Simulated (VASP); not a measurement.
Set up this calculation in VASP 6.6.1, as the native input.

```
Task                   : single point
Functional             : r2SCAN
Potentials or basis    : VASP PAW PBE potentials, release 64 (Cu)
Cutoff                 : 520 eV
k mesh                 : 6 × 6 × 6
Occupations            : fermi-dirac, width 0.05 eV
Spin                   : no spin polarisation
Dipole correction      : no
Further INCAR settings : ALGO = Normal; EDIFF = 1e-06; NBANDS = 18
```

The system is Cu.

```xyz
2
Lattice="1.2185 -3.9764 0.0000 1.2185 3.9764 0.0000 0.0000 0.0000 2.4755" Properties=species:S:1:pos:R:3 pbc="T T T"
Cu    1.2185   -2.9118    1.8566
Cu    1.2185    2.9118    0.6189
```

One way to write it, as run:

POSCAR

```
Cu
1.0
    1.2184636900     -3.9763780104      0.0000000000
    1.2184636900      3.9763780104      0.0000000000
    0.0000000000      0.0000000000      2.4754955235
Cu
2
Direct
    0.8661333500      0.1338666500      0.7500000000
    0.1338666500      0.8661333500      0.2500000000
```

INCAR.step1

```
PREC = Accurate
ENCUT = 520
ISMEAR = -1
SIGMA = 0.05
LREAL = False
LASPH = True
NELM = 80
NBANDS = 18
GGA = PE
ALGO = Normal
EDIFF = 1E-4
LWAVE = True
LCHARG = False
```

INCAR.step2

```
PREC = Accurate
ENCUT = 520
EDIFF = 1E-6
ISMEAR = -1
SIGMA = 0.05
LREAL = False
LASPH = True
NELM = 80
ALGO = Normal
ISIF = 2
LWAVE = False
LCHARG = False
METAGGA = R2SCAN
LMIXTAU = True
NBANDS = 18
ISTART = 1
```

KPOINTS

```
regular mesh
0
Gamma
  6 6 6
```

Potentials or basis: VASP PAW PBE potentials, release 64 (Cu).

Command:

```sh
$ cat potpaw_PBE.64/Cu/POTCAR > POTCAR
$ cp INCAR.step1 INCAR
$ mpirun -np 1 vasp_std > vasp.out
$ cp INCAR.step2 INCAR
$ mpirun -np 1 vasp_std > vasp.out
```

It gave:

The pressure is 1.0 GPa, the largest force is 0.024 eV/Å and the band gap on the k mesh is zero (band 11 reaches 11.14 eV, above the bottom of band 12 at 5.47 eV).

Caveat: the k points lie up to 0.45 Å⁻¹ apart; the PAW data sets were made with another functional, which shifts forces and pressure a little.

It took 59 s on 1 thread of Intel(R) Xeon(R) Platinum 8259CL CPU @ 2.50GHz (Skylake/Cascade Lake) (shared host), peak memory 0.16 GiB.
